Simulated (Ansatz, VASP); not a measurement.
# One calculation of Si, two programs

```xyz
2
Lattice="2.3140 -2.4396 0.0000 2.3140 2.4396 0.0000 0.0000 0.0000 3.6022" Properties=species:S:1:pos:R:3 pbc="T T T"
Si    3.4831    0.0000    0.0000
Si    1.1449    0.0000    0.0000
```

Alike in both runs: task single point; functional PBE; k mesh 6 × 6 × 6; occupations gaussian, width 0.1 eV; no spin polarisation.

```csv
,VASP,Ansatz
version,VASP 6.6.1,Ansatz 0.2.0
potentials or method,"VASP PAW PBE potentials, release 64 (Si), cutoff 520 eV","scalar-relativistic, plane waves, PAW"
valence electrons in the cell,8,8
```

|  | VASP | Ansatz | Ansatz less VASP |
| --- | --- | --- | --- |
| gap on the k mesh at the Fermi level (eV) | none | none | - |
| pressure (GPa) | 3.0 | 3.1 | +0.04 |
| traceless stress, the component that is largest in VASP (GPa) | 12.19 | 12.23 | +0.041 |
| rms of the force components (eV/Å) | 0.181 | 0.182 | +0.0005 |

Atom by atom the forces differ by 0.001 eV/Å (rms over components). A gap of «none» marks a metal or a gap that the smearing closes.
